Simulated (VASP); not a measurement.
The system is SnC2.

```
Sn C
1.0
     2.92796    0.00000    0.00000
    -1.46398    2.53569    0.00000
     0.00000    0.00000    4.61558
Sn C
1 2
Direct
  0.00000 0.00000 0.00000
  0.66667 0.33333 0.72496
  0.66667 0.33333 0.27504
```

```yaml
Program: VASP 6.6.1
Task: relaxation of cell and atoms
Functional: PBE
Potentials_or_basis: VASP PAW PBE potentials, release 64 (Sn_d, C)
Cutoff: 600 eV
k_mesh: 6 × 6 × 4
Occupations: gaussian, width 0.1 eV
Spin: no spin polarisation
```

At the start: pressure 44.9 GPa; volume 11.42 Å³/atom.

Question: Where does the relaxation end?

Answer: Over 23 steps the energy falls by 1897.5 meV/atom and the volume is 13.44 Å³/atom (+17.7 %); space group P-6m2 (No. 187, to 0.05 Å).

Step by step:
```
step  energy change (eV)  largest force (eV/Å)  pressure (GPa)  volume (Å³)
   1              0.0000                6.1091           44.92        34.27
   2             -5.0457                3.8760          -15.92        51.38
   3             -5.1583                3.2323          -11.93        52.93
   4             -5.0193                2.9662           -4.01        56.07
   5             -5.1770                2.8041          -10.86        53.39
   6             -5.1878                2.1444           -9.95        53.82
   7              0.3895               51.8361           55.16        47.60
   8             -5.2020                2.0956           -9.63        53.47
   9             -5.2410                1.1734           -8.17        53.15
  10             -5.2649                0.6813           -5.32        52.61
  11             -5.2652                0.4757           -5.64        52.67
  12             -5.4660                0.3590           -3.76        48.07
  13             -5.6067                1.6206           -2.66        42.79
  14             -4.6958                0.0134           29.40        33.17
  15             -5.6225                1.6665           -1.86        41.87
  16             -5.4887                3.3383           -2.87        39.17
  17             -5.6609                0.1272           -3.23        41.04
  18             -5.6772                0.0274            4.07        39.02
  19             -5.6888                0.0308            1.02        39.79
  20             -5.6918                0.2304            0.55        40.16
  21             -5.6919                0.2452            0.52        40.19
  22             -5.6910                0.3195           -1.21        40.54
  23             -5.6925                0.0156           -0.17        40.33
```

Final structure:
```
Sn C
1.0
     3.34593    0.00000    0.00000
    -1.67297    2.89766    0.00000
     0.00000    0.00000    4.15940
Sn C
1 2
Direct
  0.00000 0.00000 0.00000
  0.66667 0.33333 0.65909
  0.66667 0.33333 0.34091
```

Caveat: the k points lie up to 0.38 Å⁻¹ apart in the final cell; the volume moved by over 15 % at a fixed basis, so the end points are rough.
